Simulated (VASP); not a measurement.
# Sb (P-1) in VASP: single point with PBEsol

Aim: the single point of Sb with PBEsol.

Program: VASP 6.6.1. These are calculated values, not measurements. Logs are shortened: lines on timing, memory, paths and dates and some standing lists are left out, and cuts for length are marked.

**1. The cell of the first run**

The typed cell holds 2 atoms: a = 3.245 Å, b = 3.246 Å, c = 6.096 Å, α = 90.01°, β = 90.11°, γ = 120.00°.

**2. Single point, PBEsol (atom 1 moved 0.75 Å, then relaxed in part)**

Contents of INCAR:

```
SYSTEM = Sb
  ALGO = Normal
  EDIFF = 1E-6
  ENCUT = 520
  GGA = PS
  ISIF = 2
  ISMEAR = 0
  LASPH = .True.
  LCHARG = .False.
  LREAL = .False.
  LWAVE = .False.
  NBANDS = 12
  NELM = 100
  PREC = Accurate
  SIGMA = 0.15
```

Contents of KPOINTS:

```
k-points
0
Gamma
  12 12 6
  0 0 0
```

Contents of POSCAR:

```
Sb
1.0
    3.2453310065      0.0000315526     -0.0032979232
   -1.6226381780      2.8109162598     -0.0003081499
   -0.0054272785     -0.0037190028      6.0964714297
Sb
2
Direct
   -0.0000144814      0.4999939668      0.2499979354
    1.0000144814      0.5000060332      0.7500020646
```

Potentials or basis: VASP PAW PBE potentials, release 64 (Sb).

Run with:

```
> cat potpaw_PBE.64/Sb/POTCAR > POTCAR
> mpirun -np 1 vasp_std > vasp.out
```

OUTCAR:

```text
SYSTEM = Sb
   EDIFF = 1E-6
   ENCUT = 520
   GGA = PS
   ISIF = 2
   ISMEAR = 0
   LASPH = .True.
   LREAL = .False.
   NELM = 100
   PREC = Accurate

 ion  position               nearest neighbor table
   1  1.000  0.500  0.250-   2 3.05   2 3.05
   2  0.000  0.500  0.750-   1 3.05   1 3.05

  LATTYP: Found a triclinic cell.
 ALAT       =     3.2457006368
 B/A-ratio  =     0.9998866333
 C/A-ratio  =     1.8783232535
 COS(alpha) =     0.0019064421
 COS(beta)  =     0.0020844169
 COS(gamma) =     0.4999607684

  Lattice vectors:

 A1 = (   1.6226928285,   2.8109478124,  -0.0036060731)
 A2 = (   3.2453310065,   0.0000315526,  -0.0032979232)
 A3 = (   0.0054272785,   0.0037190028,  -6.0964714297)

Analysis of symmetry for initial positions (statically):
=====================================================================
 Subroutine PRICEL returns:
 Original cell was already a primitive cell.

 Routine SETGRP: Setting up the symmetry group for a
 triclinic supercell.

 Subroutine GETGRP returns: Found  2 space group operations
 (whereof  2 operations were pure point group operations)
 out of a pool of  2 trial point group operations.

The static configuration has the point symmetry S_2 .

Analysis of symmetry for dynamics (positions and initial velocities):
=====================================================================
 Subroutine PRICEL returns:
 Original cell was already a primitive cell.

 Routine SETGRP: Setting up the symmetry group for a
 triclinic supercell.

 Subroutine GETGRP returns: Found  2 space group operations
 (whereof  2 operations were pure point group operations)
 out of a pool of  2 trial point group operations.

The dynamic configuration has the point symmetry S_2 .

 Subroutine INISYM returns: Found  2 space group operations
 (whereof  2 operations are pure point group operations),
 and found     1 'primitive' translations

----------------------------------------------------------------------------------------

                                     Primitive cell

  volume of cell :      55.6144

  direct lattice vectors                    reciprocal lattice vectors
     3.245331006  0.000031553 -0.003297923     0.308133638  0.177874215  0.000382818
    -1.622638178  2.810916260 -0.000308150    -0.000003238  0.355754039  0.000217016
    -0.005427279 -0.003719003  6.096471430     0.000166687  0.000114204  0.164029528

  length of vectors
[... 90 lines left out ...]
   POTIM  = 0.5000    time-step for ionic-motion
   TEBEG  =    0.0;   TEEND  =   0.0 temperature during run
   PSTRESS=    0.0 pullay stress
   NELECT =      10.0000    total number of electrons
   NUPDOWN=      -1.0000    fix difference up-down
   EMIN   =  10.00;   EMAX   =-10.00  energy-range for DOS
   EFERMI =   0.00;   METHOD = LEGACY
   ISMEAR =     0;   SIGMA  =   0.15  broadening in eV -4-tet -1-fermi 0-gaus
   EFERMI_NEDOS =   21; number of points for ismear=-14 and -15
   IALGO  =     38    algorithm
   IMIX   =      4    mixing-type and parameters
     AMIX     =   0.40;   BMIX     =  1.00
     AMIX_MAG =   1.60;   BMIX_MAG =  1.00
  volume/ion in A,a.u.               =      27.81       187.65
  Fermi-wavevector in a.u.,A,eV,Ry     =   0.924015  1.746135 11.616707  0.853804
  Thomas-Fermi vector in A             =   2.049715
   LORBIT       =      0    0 simple, 1 ext, 2 COOP (PROOUT), +10 PAW based schemes
   GGA     = PS    functional components
   LHFCALC =     F    Hartree Fock is set to
   AEXX    =    0.0000 exact exchange contribution
   IVDW    =     0    specifies the selected vdW correction
   LEPSILON=     F    determine dielectric tensor
   LRPA    =     F    only Hartree local field effects (RPA)
 non-spin polarized calculation
 Gauss-broadening in eV      SIGMA  =   0.15
  energy-cutoff  :      520.00
  volume of cell :       55.61
 maximum number of plane-waves:      1523
   NGX = 13   NGY = 13   NGZ = 23

 number of electron      10.0000000 magnetization

 number of electron       9.9999999 magnetization

 Free energy of the ion-electron system (eV)
  ---------------------------------------------------
  ext. energy  EPLUGINS =         0.00000000
  ---------------------------------------------------
  free energy    TOTEN  =        -8.89536023 eV

  energy without entropy =       -8.88213842  energy(sigma->0) =       -8.88874932

 E-fermi :   7.9511     XC(G=0): -10.1183

 val. band max:        7.8935407778   @ k =  -0.1667  -0.0833   0.1667
 cond. band min:       7.9558196967   @ k =   0.0833   0.0000   0.3333
 fundamental gap:      0.0622789189
 Fermi energy:         7.9510765054

 k-point     1 :       0.0000    0.0000    0.0000
  band No.  band energies     occupation
      1      -4.9149      2.00000
      2      -2.2942      2.00000
      3       1.9130      2.00000
      4      11.2906      0.00000
      5      12.4849      0.00000
      6      12.4868      0.00000
      7      14.6897      0.00000
      8      14.6917      0.00000
      9      14.9557      0.00000
     10      17.8225      0.00000
     11      17.9236      0.00000
     12      17.9266      0.00000
[... 331 lines left out ...]
 k-point    24 :       0.3333    0.1667    0.0000
  band No.  band energies     occupation
      1      -1.7139      2.00000
      2       1.0880      2.00000
      3       3.2679      2.00000
      4       4.6499      2.00000
      5       5.5628      2.00000
      6       6.8109      2.00000
      7       9.0790      0.00000
      8      10.9605      0.00000
      9      14.0870      0.00000
     10      14.1406      0.00000
     11      16.7940      0.00000
     12      18.3679      0.00000

 [... further k-points ...]

------------------------ aborting loop because EDIFF is reached ----------------------------------------

  FORCE on cell =-STRESS in cart. coord.  units (eV):
  Direction    XX          YY          ZZ          XY          YZ          ZX
  --------------------------------------------------------------------------------------
  -------------------------------------------------------------------------------------
  Total        0.0175884      0.0143541      0.0456050     -0.0002539      0.0014285      0.0020733
  in kB        0.5066996      0.4135223      1.3138200     -0.0073151      0.0411546      0.0597285
  external PRESSURE =       0.7446806 kB  Pullay stress =       0.0000000 kB

 VOLUME and BASIS-vectors are now :
 -----------------------------------------------------------------------------
  energy-cutoff  :      520.00
  volume of cell :       55.61
      direct lattice vectors                 reciprocal lattice vectors
     3.245331006  0.000031553 -0.003297923     0.308133638  0.177874215  0.000382818
    -1.622638178  2.810916260 -0.000308150    -0.000003238  0.355754039  0.000217016
    -0.005427279 -0.003719003  6.096471430     0.000166687  0.000114204  0.164029528

 POSITION                                       TOTAL-FORCE (eV/Angst)
 -----------------------------------------------------------------------------------
      2.43262      1.40454      1.52065         0.000016      0.000007      0.000050
     -0.81535      1.40269      4.57221        -0.000016     -0.000007     -0.000050
 -----------------------------------------------------------------------------------
    total drift:                               -0.000000      0.000000      0.000000

  FREE ENERGIE OF THE ION-ELECTRON SYSTEM (eV)
  ---------------------------------------------------
  free  energy   TOTEN  =        -8.8953602289 eV

  energy  without entropy=       -8.8821384170  energy(sigma->0) =       -8.88874932
```

OSZICAR:

```text
N       E                     dE             d eps       ncg     rms          rms(c)
DAV:   1     0.333221943620E+02    0.33322E+02   -0.35857E+03 10464   0.661E+02
DAV:   2    -0.702453069389E+01   -0.40347E+02   -0.38761E+02 14100   0.107E+02
DAV:   3    -0.888692046806E+01   -0.18624E+01   -0.18367E+01 12864   0.254E+01
DAV:   4    -0.890191918294E+01   -0.14999E-01   -0.14996E-01 11820   0.275E+00
DAV:   5    -0.890208286562E+01   -0.16368E-03   -0.16368E-03 12552   0.317E-01    0.261E+00
DAV:   6    -0.889801142391E+01    0.40714E-02   -0.12041E-03 11980   0.190E-01    0.153E+00
DAV:   7    -0.889536978977E+01    0.26416E-02   -0.25266E-03 11620   0.271E-01    0.488E-02
DAV:   8    -0.889536019745E+01    0.95923E-05   -0.62294E-05 12596   0.541E-02    0.112E-02
DAV:   9    -0.889536022887E+01   -0.31418E-07   -0.17978E-06 10896   0.960E-03
   1 F= -.88953602E+01 E0= -.88887493E+01  d E =-.132218E-01
```

stdout:

```text
POSCAR found type information on POSCAR Sb
 POSCAR found :  1 types and       2 ions
 scaLAPACK will be used
 -----------------------------------------------------------------------------
|                                                                             |
|                                                                             |
|     You enforced a specific xc type in the INCAR file but a different       |
|     I HOPE YOU KNOW WHAT YOU ARE DOING!                                     |
|                                                                             |
 -----------------------------------------------------------------------------

 LDA part: xc-table for (Slater+PW92), standard interpolation
 POSCAR, INCAR and KPOINTS ok, starting setup
 FFT: planning ... GRIDC
 FFT: planning ... GRID_SOFT
 FFT: planning ... GRID
 WAVECAR not read
 entering main loop
```

Run time: 2 min. Hardware: 1 thread of AMD EPYC 7R43 (Zen 3), shared host; peak memory 0.33 GiB.

What came out:

```yaml
Free_energy: -8.8954 eV
Pressure: 0.1 GPa
Band_gap_on_the_k_mesh: zero (band 5 reaches 13.39 eV, above the bottom of band 6 at 4.71 eV)
```

Caveat: the cell differs from its parent crystal (atom 1 moved 0.75 Å, then relaxed in part); the PAW data sets were made with another functional, which shifts forces and pressure a little; spin-orbit coupling is left out, which moves the levels of the heavy elements.
